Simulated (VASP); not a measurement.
A run of VASP 6.6.1 is set up as follows.

The input INCAR:

```
SYSTEM = SiC
ALGO = Normal ; EDIFF = 1E-6
ENCUT = 600 ; GGA = PE
GGA_COMPAT = .FALSE. ; ISIF = 2
ISMEAR = 0 ; LASPH = .TRUE.
LCHARG = .FALSE. ; LREAL = .FALSE.
LWAVE = .FALSE. ; NBANDS = 11
NELM = 120 ; PREC = Accurate
SIGMA = 0.02
```

The input KPOINTS:

```
k-points
0
G
  10 10 10
  0 0 0
```

File POSCAR:

```
SiC
1.0
    0.0000000000      2.1898586883      2.1898586883
    2.1898586883      0.0000000000      2.1898586883
    2.1898586883      2.1898586883      0.0000000000
Si C
1 1
Direct
    0.0000000000      0.0000000000      0.0000000000
    0.2500000000      0.2500000000      0.2500000000
```

Potentials or basis: VASP PAW PBE potentials, release 64 (Si, C).

Run with:

```console
$ cat potpaw_PBE.64/Si/POTCAR potpaw_PBE.64/C/POTCAR > POTCAR
$ mpirun -np 1 vasp_std > vasp.out
```

(1) What does it give for the pressure?

(2) Estimate the band gap on the k mesh.

Results:

(1) -0.2 GPa.

(2) 1.37 eV, indirect (least direct gap 4.53 eV).
